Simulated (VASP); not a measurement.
# GaSb (I-4m2) in VASP: notebook

GaSb is run at these levels: PBE; tasks: single point.

Everything below comes from runs of VASP 6.6.1. Logs are shortened: lines on timing, memory, paths and dates and some standing lists are left out, and cuts for length are marked.

### 1 The cell of the first run

The structure is tetragonal, space group I-4m2 (No. 119). Conventional cell: a = 5.959 Å, b = 5.959 Å, c = 2.725 Å, α = 90.00°, β = 90.00°, γ = 90.00°. Ga (site symmetry -4m2) has 2 Ga at 2.73 Å and 8 Sb at 3.06 to 3.61 Å within 3.7 Å. Within 3.7 Å of Sb (site symmetry -4m2) lie 2 Sb at 2.73 Å and 8 Ga at 3.06 to 3.61 Å.

### 2 Single point, PBE

INCAR

```
  ALGO = Fast
  EDIFF = 1E-7
  ENCUT = 520
  GGA = PE
  ISIF = 2
  ISMEAR = 0
  LASPH = T
  LCHARG = F
  LREAL = F
  LWAVE = F
  NBANDS = 16
  NELM = 100
  PREC = Accurate
  SIGMA = 0.15
```

KPOINTS

```
k-points
0
Gamma
  24 24 24
```

POSCAR

```
GaSb
1.0
   -2.9792966556      2.9792966556      1.3625388423
    2.9792966556     -2.9792966556      1.3625388423
    2.9792966556      2.9792966556     -1.3625388423
Ga Sb
1 1
Direct
    0.2500000000      0.7500000000      0.5000000000
    0.0000000000      0.0000000000      0.0000000000
```

Potentials or basis: VASP PAW PBE potentials, release 64 (Ga_d, Sb).

Launch:

```console
$ cat potpaw_PBE.64/Ga_d/POTCAR potpaw_PBE.64/Sb/POTCAR > POTCAR
$ mpirun -np 1 vasp_std > vasp.out
```

OUTCAR:

```text
EDIFF = 1E-7
   ENCUT = 520
   GGA = PE
   ISIF = 2
   ISMEAR = 0
   LASPH = T
   LREAL = F
   NELM = 100
   PREC = Accurate

 ion  position               nearest neighbor table
   1  0.250  0.750  0.500-   2 3.06   2 3.06   2 3.06   2 3.06
   2  0.000  0.000  0.000-   1 3.06   1 3.06   1 3.06   1 3.06

  LATTYP: Found a body centered tetragonal cell.
 ALAT       =     5.9585933112
 C/A-ratio  =     0.4573357405

  Lattice vectors:

 A1 = (  -2.9792966556,   2.9792966556,   1.3625388423)
 A2 = (   2.9792966556,  -2.9792966556,   1.3625388423)
 A3 = (   2.9792966556,   2.9792966556,  -1.3625388423)

Analysis of symmetry for initial positions (statically):
=====================================================================
 Subroutine PRICEL returns:
 Original cell was already a primitive cell.

 Routine SETGRP: Setting up the symmetry group for a
 body centered tetragonal supercell.

 Subroutine GETGRP returns: Found  8 space group operations
 (whereof  8 operations were pure point group operations)
 out of a pool of 16 trial point group operations.

The static configuration has the point symmetry D_2d.

Analysis of symmetry for dynamics (positions and initial velocities):
=====================================================================
 Subroutine PRICEL returns:
 Original cell was already a primitive cell.

 Routine SETGRP: Setting up the symmetry group for a
 body centered tetragonal supercell.

 Subroutine GETGRP returns: Found  8 space group operations
 (whereof  8 operations were pure point group operations)
 out of a pool of 16 trial point group operations.

The dynamic configuration has the point symmetry D_2d.

 Subroutine INISYM returns: Found  8 space group operations
 (whereof  8 operations are pure point group operations),
 and found     1 'primitive' translations

----------------------------------------------------------------------------------------

                                     Primitive cell

  volume of cell :      48.3767

  direct lattice vectors                    reciprocal lattice vectors
    -2.979296656  2.979296656  1.362538842     0.000000000  0.167824845  0.366962016
     2.979296656 -2.979296656  1.362538842     0.167824845  0.000000000  0.366962016
     2.979296656  2.979296656 -1.362538842     0.167824845  0.167824845  0.000000000

  length of vectors
     4.428197062  4.428197062  4.428197062     0.403517409  0.403517409  0.237340172
[... 81 lines left out ...]
   EDIFF  = 0.1E-06   stopping-criterion for ELM
   LREAL  =      F    real-space projection
   EDIFFG = 0.1E-05   stopping-criterion for IOM
   NSW    =      0    number of steps for IOM
   IBRION =     -1    ionic relax: 0-MD 1-quasi-New 2-CG
   NFREE  =      0    steps in history (QN), initial steepest desc. (CG)
   ISIF   =      2    stress and relaxation
   ISYM   =      2    0-nonsym 1-usesym 2-fastsym
   POTIM  = 0.5000    time-step for ionic-motion
   TEBEG  =    0.0;   TEEND  =   0.0 temperature during run
   PSTRESS=    0.0 pullay stress
   NELECT =      18.0000    total number of electrons
   NUPDOWN=      -1.0000    fix difference up-down
   EMIN   =  10.00;   EMAX   =-10.00  energy-range for DOS
   EFERMI =   0.00;   METHOD = LEGACY
   ISMEAR =     0;   SIGMA  =   0.15  broadening in eV -4-tet -1-fermi 0-gaus
   EFERMI_NEDOS =   21; number of points for ismear=-14 and -15
   IALGO  =     68    algorithm
   IMIX   =      4    mixing-type and parameters
     AMIX     =   0.40;   BMIX     =  1.00
     AMIX_MAG =   1.60;   BMIX_MAG =  1.00
  volume/ion in A,a.u.               =      24.19       163.23
  Fermi-wavevector in a.u.,A,eV,Ry     =   1.177480  2.225115 18.863922  1.386459
  Thomas-Fermi vector in A             =   2.313826
   LORBIT       =      0    0 simple, 1 ext, 2 COOP (PROOUT), +10 PAW based schemes
   GGA     = PE    functional components
   LHFCALC =     F    Hartree Fock is set to
   AEXX    =    0.0000 exact exchange contribution
   IVDW    =     0    specifies the selected vdW correction
   LEPSILON=     F    determine dielectric tensor
   LRPA    =     F    only Hartree local field effects (RPA)
 non-spin polarized calculation
 RMM-DIIS sequential band-by-band and
 Gauss-broadening in eV      SIGMA  =   0.15
  energy-cutoff  :      520.00
  volume of cell :       48.38
 maximum number of plane-waves:      1321
 NGX is ok and might be reduce to    36

 number of electron      17.9999994 magnetization

 Free energy of the ion-electron system (eV)
  ---------------------------------------------------
  ext. energy  EPLUGINS =         0.00000000
  ---------------------------------------------------
  free energy    TOTEN  =        -6.64764359 eV

  energy without entropy =       -6.63620156  energy(sigma->0) =       -6.64192258

 E-fermi :   6.4266     XC(G=0): -10.1919

 val. band max:        6.4252906541   @ k =  -0.4167   0.1250   0.0417
 cond. band min:       6.4299157031   @ k =  -0.0417   0.2500   0.0417
 fundamental gap:      0.0046250490
 Fermi energy:         6.4266289450

 k-point     1 :       0.0000    0.0000    0.0000
  band No.  band energies     occupation
      1      -8.5116      2.00000
      2      -8.3097      2.00000
      3      -8.3056      2.00000
      4      -8.1813      2.00000
      5      -8.1813      2.00000
      6      -5.7545      2.00000
[... 433 lines left out ...]
      3      -8.2925      2.00000
      4      -8.2697      2.00000
      5      -8.0985      2.00000
      6      -0.2624      2.00000
[... 8 lines left out ...]
     15      15.6408      0.00000
     16      16.5093      0.00000

 [... further k-points ...]

------------------------ aborting loop because EDIFF is reached ----------------------------------------

  FORCE on cell =-STRESS in cart. coord.  units (eV):
  Direction    XX          YY          ZZ          XY          YZ          ZX
  --------------------------------------------------------------------------------------
  -------------------------------------------------------------------------------------
  Total       -0.5566067     -0.5566067      4.7201219      0.0000000     -0.0000000      0.0000000
  in kB      -18.4341304    -18.4341304    156.3246329      0.0000000     -0.0000000      0.0000000
  external PRESSURE =      39.8187907 kB  Pullay stress =       0.0000000 kB

 VOLUME and BASIS-vectors are now :
 -----------------------------------------------------------------------------
  energy-cutoff  :      520.00
  volume of cell :       48.38
      direct lattice vectors                 reciprocal lattice vectors
    -2.979296656  2.979296656  1.362538842     0.000000000  0.167824845  0.366962016
     2.979296656 -2.979296656  1.362538842     0.167824845  0.000000000  0.366962016
     2.979296656  2.979296656 -1.362538842     0.167824845  0.167824845  0.000000000

 POSITION                                       TOTAL-FORCE (eV/Angst)
 -----------------------------------------------------------------------------------
      2.97930     -0.00000      0.68127         0.000000     -0.000000      0.000000
      0.00000      0.00000      0.00000        -0.000000      0.000000     -0.000000
 -----------------------------------------------------------------------------------
    total drift:                                0.000000     -0.000000      0.000000

  FREE ENERGIE OF THE ION-ELECTRON SYSTEM (eV)
  ---------------------------------------------------
  free  energy   TOTEN  =        -6.6476435904 eV

  energy  without entropy=       -6.6362015625  energy(sigma->0) =       -6.64192258
```

Wall time 26 min (1 thread of Oxide Virtual Turin-like, shared host); peak memory 0.88 GiB.

What came out:

- Free energy: -6.6476 eV
- Pressure: 4.0 GPa
- Band gap on the k mesh: zero (bands 9 and 10 overlap by 3.21 eV)

Caveat: the stress differs along the axes, from -2 to 16 GPa; spin-orbit coupling is left out, which moves the levels of the heavy elements.

### 3 Single point, PBE

This run uses another cell than the first one, of the same volume but with other edges.

INCAR

```
PREC = Accurate
ENCUT = 520
EDIFF = 1E-7
ISMEAR = 0
SIGMA = 0.15
LREAL = F
LASPH = T
NELM = 80
ALGO = Fast
ISIF = 2
LWAVE = F
LCHARG = T
GGA = PE
LELF = T
LVHAR = T
NBANDS = 16
```

KPOINTS

```
Automatic mesh
0
Gamma
  24 24 24
  0.5 0.5 0.5
```

POSCAR

```
GaSb
1.0
   -2.8036254936      2.8036254936      1.5386377697
    2.8036254936     -2.8036254936      1.5386377697
    2.8036254936      2.8036254936     -1.5386377697
Ga Sb
1 1
Direct
    0.2500000000      0.7500000000      0.5000000000
    0.0000000000      0.0000000000      0.0000000000
```

Potentials or basis: VASP PAW PBE potentials, release 64 (Ga_d, Sb).

Launch:

```console
$ cat potpaw_PBE.64/Ga_d/POTCAR potpaw_PBE.64/Sb/POTCAR > POTCAR
$ mpirun -np 1 vasp_std > vasp.out
```

Wall time 20 min (1 thread of Oxide Virtual Turin-like, shared host); peak memory 0.86 GiB.

The run converged. Its results:

```yaml
Free_energy: -6.9887 eV
Pressure: 0.0 GPa
Band_gap_on_the_k_mesh: zero (bands 9 and 10 overlap by 4.53 eV)
```

Stress tensor (GPa, compression positive):
```
-0.74  0.00  0.00
 0.00 -0.74  0.00
 0.00  0.00  1.41
```

Levels at points of the mesh, in eV from the Fermi level:
```
           k point  band 5  band 6  band 7  band 8  band 9  band 10  band 11  band 12  band 13  band 14
(0.02, 0.02, 0.02)  -14.81  -11.91   -3.61   -2.01   -1.86     3.36     5.36     6.60     6.65     7.89
```

Caveat: spin-orbit coupling is left out, which moves the levels of the heavy elements.
